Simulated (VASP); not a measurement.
YSe:

```
Y Se
1.0
     0.00000    2.85150    2.85150
     2.85150    0.00000    2.85150
     2.85150    2.85150    0.00000
Y Se
1 1
Direct
  0.50000 0.50000 0.50000
  0.00000 0.00000 0.00000
```

```yaml
Program: VASP 6.6.1
Task: relaxation of cell and atoms
Functional: LDA
Potentials_or_basis: VASP PAW LDA potentials, release 64 (Y_sv, Se)
Cutoff: 600 eV
k_mesh: 14 × 14 × 14
Occupations: fermi-dirac, width 0.1 eV
Spin: no spin polarisation
```

At the start: pressure -2.6 GPa; volume 23.19 Å³/atom.

Where does the relaxation end?

Over 3 steps the energy falls by 5.6 meV/atom and the volume is 22.51 Å³/atom (-2.9 %); space group Fm-3m (No. 225, to 0.05 Å).

The path:
```
step  energy change (eV)  largest force (eV/Å)  pressure (GPa)  volume (Å³)
   1              0.0000                0.0000           -2.58        46.37
   2             -0.0029                0.0000            2.46        43.91
   3             -0.0112                0.0000           -0.01        45.02
```

Final structure:
```xyz
2
Lattice="0.0000 2.8235 2.8235 2.8235 0.0000 2.8235 2.8235 2.8235 0.0000" Properties=species:S:1:pos:R:3 pbc="T T T"
Y     2.8235    2.8235    2.8235
Se    0.0000    0.0000    0.0000
```
